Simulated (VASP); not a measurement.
# Al (R-3m) in VASP: further runs

Al is run at these levels: PBE; tasks: single point, relaxation of cell and atoms.

Everything below comes from runs of VASP 6.6.1. Logs are shortened: lines on timing, memory, paths and dates and some standing lists are left out, and cuts for length are marked.

### 1 The cell of the first run

Symmetry: R-3m, No. 166, trigonal system. The conventional cell has a = 7.118 Å, b = 7.118 Å, c = 19.428 Å, α = 90.00°, β = 90.00°, γ = 120.00°. Al (site symmetry m) has 6 Al at 2.56 to 2.72 Å within 3.4 Å. Within 3.5 Å of Al (site symmetry m) lie 7 Al at 2.69 to 2.77 Å.

### 2 Single point, PBE

Input file INCAR:

```
PREC = Accurate ; ENCUT = 520
EDIFF = 1E-6 ; ISMEAR = 0
SIGMA = 0.1 ; LREAL = False
LASPH = True ; NELM = 60
ALGO = Fast ; ISIF = 2
LWAVE = False ; LCHARG = False
GGA = PE ; NBANDS = 30
```

Input file KPOINTS:

```
Automatic mesh
0
Gamma
  6 6 6
```

Input file POSCAR:

```
Al
1.0
    3.5589292460      2.0547487582      6.4759363870
   -3.5589292460      2.0547487582      6.4759363870
    0.0000000000     -4.1094975164      6.4759363869
Al
12
Direct
    0.0202517320      0.6412313436      0.0202517320
    0.0202517320      0.0202517320      0.6412313436
    0.6412313436      0.0202517320      0.0202517320
    0.9797482680      0.3587686564      0.9797482680
    0.3587686564      0.9797482680      0.9797482680
    0.9797482680      0.9797482680      0.3587686564
    0.2285574909      0.6176890270      0.2285574909
    0.2285574909      0.2285574909      0.6176890270
    0.6176890270      0.2285574909      0.2285574909
    0.7714425091      0.3823109730      0.7714425091
    0.3823109730      0.7714425091      0.7714425091
    0.7714425091      0.7714425091      0.3823109730
```

Potentials or basis: VASP PAW PBE potentials, release 64 (Al).

On the command line:

```console
$ cat potpaw_PBE.64/Al/POTCAR > POTCAR
$ mpirun -np 1 vasp_std > vasp.out
```

OUTCAR:

```text
PREC = Accurate
   ENCUT = 520
   EDIFF = 1E-6
   ISMEAR = 0
   LREAL = False
   LASPH = True
   NELM = 60
   ISIF = 2
   GGA = PE

 ion  position               nearest neighbor table
   1  0.020  0.641  0.020-   4 2.56   2 2.70   3 2.70  12 2.70  11 2.70   7 2.72
   2  0.020  0.020  0.641-   6 2.56   3 2.70   1 2.70  10 2.70  11 2.70   8 2.72
   3  0.641  0.020  0.020-   5 2.56   2 2.70   1 2.70  12 2.70  10 2.70   9 2.72
   4  0.980  0.359  0.980-   1 2.56   6 2.70   5 2.70   8 2.70   9 2.70  10 2.72
   5  0.359  0.980  0.980-   3 2.56   6 2.70   4 2.70   8 2.70   7 2.70  11 2.72
   6  0.980  0.980  0.359-   2 2.56   4 2.70   5 2.70   7 2.70   9 2.70  12 2.72
   7  0.229  0.618  0.229-  11 2.69  12 2.69   6 2.70   5 2.70   1 2.72   8 2.77   9 2.77
   8  0.229  0.229  0.618-  10 2.69  11 2.69   4 2.70   5 2.70   2 2.72   7 2.77   9 2.77
   9  0.618  0.229  0.229-  10 2.69  12 2.69   6 2.70   4 2.70   3 2.72   8 2.77   7 2.77
  10  0.771  0.382  0.771-   9 2.69   8 2.69   2 2.70   3 2.70   4 2.72  12 2.77  11 2.77
  11  0.382  0.771  0.771-   7 2.69   8 2.69   2 2.70   1 2.70   5 2.72  12 2.77  10 2.77
  12  0.771  0.771  0.382-   7 2.69   9 2.69   1 2.70   3 2.70   6 2.72  10 2.77  11 2.77

  LATTYP: Found a trigonal (rhomboedric) cell.
 ALAT       =     7.6697928216
 COS(alpha) =     0.5693728198

  Lattice vectors:

 A1 = (   3.5589292460,   2.0547487582,   6.4759363870)
 A2 = (  -3.5589292460,   2.0547487582,   6.4759363870)
 A3 = (   0.0000000000,  -4.1094975164,   6.4759363869)

Analysis of symmetry for initial positions (statically):
=====================================================================
 Subroutine PRICEL returns:
 Original cell was already a primitive cell.

 Routine SETGRP: Setting up the symmetry group for a
 trigonal (rhombohedral) supercell.

 Subroutine GETGRP returns: Found 12 space group operations
 (whereof 12 operations were pure point group operations)
 out of a pool of 12 trial point group operations.

The static configuration has the point symmetry D_3d.

Analysis of symmetry for dynamics (positions and initial velocities):
=====================================================================
 Subroutine PRICEL returns:
 Original cell was already a primitive cell.

 Routine SETGRP: Setting up the symmetry group for a
 trigonal (rhombohedral) supercell.

 Subroutine GETGRP returns: Found 12 space group operations
 (whereof 12 operations were pure point group operations)
 out of a pool of 12 trial point group operations.

The dynamic configuration has the point symmetry D_3d.

 Subroutine INISYM returns: Found 12 space group operations
 (whereof 12 operations are pure point group operations),
 and found     1 'primitive' translations

----------------------------------------------------------------------------------------

                                     Primitive cell

  volume of cell :     284.1397

  direct lattice vectors                    reciprocal lattice vectors
     3.558929246  2.054748758  6.475936387     0.140491694  0.081112918  0.051472608
    -3.558929246  2.054748758  6.475936387    -0.140491694  0.081112918  0.051472608
     0.000000000 -4.109497516  6.475936387     0.000000000 -0.162225835  0.051472608

  length of vectors
     7.669792822  7.669792822  7.669792821     0.170195919  0.170195919  0.170195919

  position of ions in fractional coordinates (direct lattice)
     0.020251732  0.641231344  0.020251732
     0.020251732  0.020251732  0.641231344
     0.641231344  0.020251732  0.020251732
     0.979748268  0.358768656  0.979748268
     0.358768656  0.979748268  0.979748268
     0.979748268  0.979748268  0.358768656
     0.228557491  0.617689027  0.228557491
     0.228557491  0.228557491  0.617689027
     0.617689027  0.228557491  0.228557491
     0.771442509  0.382310973  0.771442509
     0.382310973  0.771442509  0.771442509
     0.771442509  0.771442509  0.382310973

  ion indices of the primitive-cell ions
   primitive index   ion index
                 1           1
                 2           2
                 3           3
                 4           4
                 5           5
                 6           6
                 7           7
                 8           8
                 9           9
                10          10
                11          11
                12          12

----------------------------------------------------------------------------------------

 KPOINTS: Automatic mesh

Automatic generation of k-mesh.
 Grid dimensions read from file:
 generate k-points for:    6    6    6

 Generating k-lattice:

  Cartesian coordinates                     Fractional coordinates (reciprocal lattice)
     0.023415282  0.013518820  0.008578768     0.166666667 -0.000000000  0.000000000
    -0.023415282  0.013518820  0.008578768    -0.000000000  0.166666667  0.000000000
     0.000000000 -0.027037639  0.008578768     0.000000000  0.000000000  0.166666667

  Length of vectors
     0.028365987  0.028365987  0.028365987

  Shift w.r.t. Gamma in fractional coordinates (k-lattice)
     0.000000000  0.000000000  0.000000000

 Subroutine IBZKPT returns following result:
 ===========================================

 Found     32 irreducible k-points:

 Following reciprocal coordinates:
            Coordinates               Weight
  0.000000  0.000000  0.000000      1.000000
  0.166667  0.000000  0.000000      6.000000
  0.333333 -0.000000 -0.000000      6.000000
  0.500000 -0.000000  0.000000      3.000000
  0.166667  0.166667 -0.000000      6.000000
  0.333333  0.166667 -0.000000     12.000000
[... 16 lines left out ...]
  0.500000  0.500000  0.166667      6.000000
 -0.333333  0.500000  0.166667     12.000000
 [... further k-points ...]
   k-points           NKPTS =     32   k-points in BZ     NKDIM =     32   number of bands    NBANDS=     30
   number of dos      NEDOS =    301   number of ions     NIONS =     12
   total plane-waves  NPLWV = 216000
   dimension x,y,z NGX =    60 NGY =   60 NGZ =   60
   dimension x,y,z NGXF=   120 NGYF=  120 NGZF=  120
   ions per type =              12
   NGX,Y,Z   is equivalent  to a cutoff of  13.01, 13.01, 13.01 a.u.
   NGXF,Y,Z  is equivalent  to a cutoff of  26.01, 26.01, 26.01 a.u.
 SYSTEM =  unknown system
   PREC   = accura    normal or accurate (medium, high low for compatibility)
   ISTART =      0    job   : 0-new  1-cont  2-samecut
   ICHARG =      2    charge: 1-file 2-atom 10-const
   ISPIN  =      1    spin polarized calculation?
   LNONCOLLINEAR =      F non collinear calculations
   LSORBIT =      F    spin-orbit coupling
   LASPH  =      T    aspherical Exc in radial PAW
   ENCUT  =  520.0 eV  38.22 Ry    6.18 a.u.  14.26 14.26 14.26*2*pi/ulx,y,z
   NELM   =     60;   NELMIN=  2; NELMDL= -5     # of ELM steps
   EDIFF  = 0.1E-05   stopping-criterion for ELM
   LREAL  =      F    real-space projection
   EDIFFG = 0.1E-04   stopping-criterion for IOM
   NSW    =      0    number of steps for IOM
   IBRION =     -1    ionic relax: 0-MD 1-quasi-New 2-CG
   NFREE  =      0    steps in history (QN), initial steepest desc. (CG)
   ISIF   =      2    stress and relaxation
   ISYM   =      2    0-nonsym 1-usesym 2-fastsym
   POTIM  = 0.5000    time-step for ionic-motion
   TEBEG  =    0.0;   TEEND  =   0.0 temperature during run
   PSTRESS=    0.0 pullay stress
   NELECT =      36.0000    total number of electrons
   NUPDOWN=      -1.0000    fix difference up-down
   EMIN   =  10.00;   EMAX   =-10.00  energy-range for DOS
   EFERMI =   0.00;   METHOD = LEGACY
   ISMEAR =     0;   SIGMA  =   0.10  broadening in eV -4-tet -1-fermi 0-gaus
   EFERMI_NEDOS =   21; number of points for ismear=-14 and -15
   IALGO  =     68    algorithm
   IMIX   =      4    mixing-type and parameters
     AMIX     =   0.40;   BMIX     =  1.00
     AMIX_MAG =   1.60;   BMIX_MAG =  1.00
  volume/ion in A,a.u.               =      23.68       159.79
  Fermi-wavevector in a.u.,A,eV,Ry     =   0.822240  1.553807  9.198598  0.676078
  Thomas-Fermi vector in A             =   1.933540
   LORBIT       =      0    0 simple, 1 ext, 2 COOP (PROOUT), +10 PAW based schemes
   GGA     = PE    functional components
   LHFCALC =     F    Hartree Fock is set to
   AEXX    =    0.0000 exact exchange contribution
   IVDW    =     0    specifies the selected vdW correction
   LEPSILON=     F    determine dielectric tensor
   LRPA    =     F    only Hartree local field effects (RPA)
 non-spin polarized calculation
 RMM-DIIS sequential band-by-band and
 Gauss-broadening in eV      SIGMA  =   0.10
  energy-cutoff  :      520.00
  volume of cell :      284.14
 maximum number of plane-waves:      7681
 NGX is ok and might be reduce to    60
   NGX = 29   NGY = 29   NGZ = 29

 number of electron      36.0000000 magnetization

 Free energy of the ion-electron system (eV)
  ---------------------------------------------------
  ext. energy  EPLUGINS =         0.00000000
  ---------------------------------------------------
  free energy    TOTEN  =       -41.83758319 eV

  energy without entropy =      -41.83053035  energy(sigma->0) =      -41.83405677

 E-fermi :   4.2619     XC(G=0):  -8.5233

 val. band max:        4.2242378827   @ k =  -0.3333   0.3333   0.3333
 cond. band min:       4.2869588674   @ k =  -0.3333   0.1667   0.1667
 fundamental gap:      0.0627209847
 Fermi energy:         4.2619239912

 k-point     1 :       0.0000    0.0000    0.0000
  band No.  band energies     occupation
      1      -5.1395      2.00000
      2      -2.1569      2.00000
      3      -1.9004      2.00000
      4      -1.9004      2.00000
      5      -1.6407      2.00000
      6      -0.8003      2.00000
[... 22 lines left out ...]
     29       8.5955      0.00000
     30       8.8375      0.00000
[... 728 lines left out ...]
  band No.  band energies     occupation
      1      -4.3053      2.00000
      2      -3.5922      2.00000
      3      -3.0309      2.00000
      4      -2.8664      2.00000
      5      -1.2425      2.00000
      6      -0.7695      2.00000
[... 22 lines left out ...]
     29       7.7069      0.00000
     30       8.0533      0.00000

 [... further k-points ...]

------------------------ aborting loop because EDIFF is reached ----------------------------------------

  FORCE on cell =-STRESS in cart. coord.  units (eV):
  Direction    XX          YY          ZZ          XY          YZ          ZX
  --------------------------------------------------------------------------------------
  -------------------------------------------------------------------------------------
  Total       -0.0414145     -0.0414145     -0.0840284     -0.0000000     -0.0000000      0.0000000
  in kB       -0.2335239     -0.2335239     -0.4738104     -0.0000000     -0.0000000      0.0000000
  external PRESSURE =      -0.3136194 kB  Pullay stress =       0.0000000 kB

 VOLUME and BASIS-vectors are now :
 -----------------------------------------------------------------------------
  energy-cutoff  :      520.00
  volume of cell :      284.14
      direct lattice vectors                 reciprocal lattice vectors
     3.558929246  2.054748758  6.475936387     0.140491694  0.081112918  0.051472608
    -3.558929246  2.054748758  6.475936387    -0.140491694  0.081112918  0.051472608
     0.000000000 -4.109497516  6.475936387     0.000000000 -0.162225835  0.051472608

 POSITION                                       TOTAL-FORCE (eV/Angst)
 -----------------------------------------------------------------------------------
     -2.21002      1.27596      4.41487        -0.003012      0.001739      0.001658
      0.00000     -2.55191      4.41487         0.000000     -0.003477      0.001658
      2.21002      1.27596      4.41487         0.003012      0.001739      0.001658
      2.21002     -1.27596     15.01294         0.003012     -0.001739     -0.001658
     -2.21002     -1.27596     15.01294        -0.003012     -0.001739     -0.001658
      0.00000      2.55191     15.01294         0.000000      0.003477     -0.001658
     -1.38489      0.79957      6.96036        -0.000647      0.000374     -0.001494
      0.00000     -1.59914      6.96036         0.000000     -0.000747     -0.001494
      1.38489      0.79957      6.96036         0.000647      0.000374     -0.001494
      1.38489     -0.79957     12.46745         0.000647     -0.000374      0.001494
     -1.38489     -0.79957     12.46745        -0.000647     -0.000374      0.001494
      0.00000      1.59914     12.46745         0.000000      0.000747      0.001494
 -----------------------------------------------------------------------------------
    total drift:                                0.000000      0.000000      0.000000

  FREE ENERGIE OF THE ION-ELECTRON SYSTEM (eV)
  ---------------------------------------------------
  free  energy   TOTEN  =       -41.8375831920 eV

  energy  without entropy=      -41.8305303545  energy(sigma->0) =      -41.83405677
```

Run time: 7.4 min. Hardware: 1 thread of Intel Xeon Platinum 8488C (Sapphire Rapids), shared host; peak memory 0.55 GiB.

What came out:

| Property | Result |
| --- | --- |
| Free energy | -41.8376 eV |
| Pressure | 0.0 GPa |
| Largest force | 0.004 eV/Å |
| Band gap on the k mesh | zero (band 18 reaches 4.93 eV, above the bottom of band 19 at 4.22 eV) |

Forces on the atoms (eV/Å):
```
Al  -0.003  0.002  0.002
Al   0.000 -0.003  0.002
Al   0.003  0.002  0.002
Al   0.003 -0.002 -0.002
Al  -0.003 -0.002 -0.002
Al   0.000  0.003 -0.002
Al  -0.001  0.000 -0.001
Al   0.000 -0.001 -0.001
Al   0.001  0.000 -0.001
Al   0.001  0.000  0.001
Al  -0.001  0.000  0.001
Al   0.000  0.001  0.001
```

### 3 Relaxation of cell and atoms, PBE

This run uses another cell than the first one, of 23.44 Å³/atom, 0.990 times its volume.

Input file INCAR:

```
SYSTEM = Al
PREC = Accurate
ENCUT = 600
EDIFF = 1E-6
ISMEAR = 0
SIGMA = 0.1
LREAL = .False.
LASPH = .True.
NELM = 80
ALGO = Fast
ISIF = 3
LWAVE = .False.
LCHARG = .False.
GGA = PE
IBRION = 2
NSW = 100
EDIFFG = -0.01
```

Input file KPOINTS:

```
Automatic mesh
0
Gamma
  6 6 6
  0 0 0
```

Input file POSCAR:

```
Al
1.0
    3.5407536704      2.0442550847      6.4778013943
   -3.5407536704      2.0442550847      6.4778013943
    0.0000000000     -4.0885101695      6.4778013943
Al
12
Direct
    0.0202625466      0.6413798781      0.0202625466
    0.0202625466      0.0202625466      0.6413798781
    0.6413798781      0.0202625466      0.0202625466
    0.9797374534      0.3586201219      0.9797374534
    0.3586201219      0.9797374534      0.9797374534
    0.9797374534      0.9797374534      0.3586201219
    0.2291744739      0.6182538535      0.2291744739
    0.2291744739      0.2291744739      0.6182538535
    0.6182538535      0.2291744739      0.2291744739
    0.7708255261      0.3817461465      0.7708255261
    0.3817461465      0.7708255261      0.7708255261
    0.7708255261      0.7708255261      0.3817461465
```

Potentials or basis: VASP PAW PBE potentials, release 64 (Al).

On the command line:

```console
$ cat potpaw_PBE.64/Al/POTCAR > POTCAR
$ mpirun -np 1 vasp_std > vasp.out
```

Run time: 18 min. Hardware: 1 thread of Intel Xeon Platinum 8488C (Sapphire Rapids), shared host; peak memory 0.69 GiB.

Results (log left out):

```yaml
Free_energy: -41.8381 eV
Relaxed_volume: 23.67 Å³/atom
Relaxed_cell: a = 7.668 Å, b = 7.668 Å, c = 7.668 Å, α = 55.31°, β = 55.31°, γ = 55.31°
Space_group_after_relaxing_to_0.05_Å: R-3m (No. 166)
Energy_gained_by_relaxing: 0.7 meV/atom
Ionic_steps: 8
Pressure_after_relaxing: 0.0 GPa
Band_gap_on_the_k_mesh: zero (band 18 reaches 4.93 eV, above the bottom of band 19 at 4.23 eV)
```

Step by step:
| step | energy change (eV) | largest force (eV/Å) | pressure (GPa) | volume (Å³) |
| --- | --- | --- | --- | --- |
| 1 | 0.0000 | 0.0809 | 0.48 | 281.33 |
| 2 | -0.0072 | 0.0488 | -0.10 | 284.19 |
| 3 | -0.0072 | 0.0500 | -0.06 | 283.96 |
| 4 | -0.0080 | 0.0321 | -0.01 | 283.83 |
| 5 | -0.0083 | 0.0212 | 0.04 | 283.70 |
| 6 | -0.0087 | 0.0114 | 0.01 | 283.93 |
| 7 | -0.0087 | 0.0111 | -0.01 | 284.07 |
| 8 | -0.0088 | 0.0013 | 0.00 | 283.99 |

Final structure:
```cif
data_structure
_symmetry_space_group_name_H-M 'P 1'
_symmetry_Int_Tables_number 1
_cell_length_a 7.6676
_cell_length_b 7.6676
_cell_length_c 7.6676
_cell_angle_alpha 55.306
_cell_angle_beta 55.306
_cell_angle_gamma 55.306
_cell_volume 283.99
loop_
_atom_site_label
_atom_site_type_symbol
_atom_site_fract_x
_atom_site_fract_y
_atom_site_fract_z
_atom_site_occupancy
Al1 Al 0.02024 0.64128 0.02024 1
Al2 Al 0.02024 0.02024 0.64128 1
Al3 Al 0.64128 0.02024 0.02024 1
Al4 Al 0.97976 0.35872 0.97976 1
Al5 Al 0.35872 0.97976 0.97976 1
Al6 Al 0.97976 0.97976 0.35872 1
Al7 Al 0.22857 0.61764 0.22857 1
Al8 Al 0.22857 0.22857 0.61764 1
Al9 Al 0.61764 0.22857 0.22857 1
Al10 Al 0.77143 0.38236 0.77143 1
Al11 Al 0.38236 0.77143 0.77143 1
Al12 Al 0.77143 0.77143 0.38236 1
```

Levels at points of the mesh, in eV from the Fermi level:
```tsv
k point	band 16	band 17	band 18	band 19	band 20	band 21
(0.00, 0.00, 0.00)	-0.43	-0.43	0.56	0.73	1.11	1.11
(0.50, 0.00, 0.00)	-0.55	-0.47	-0.29	0.12	0.79	1.31
(0.50, 0.50, 0.00)	-1.42	-0.78	-0.59	0.16	0.24	0.78
(0.50, 0.50, 0.50)	-0.87	-0.87	0.28	0.70	0.92	0.92
```
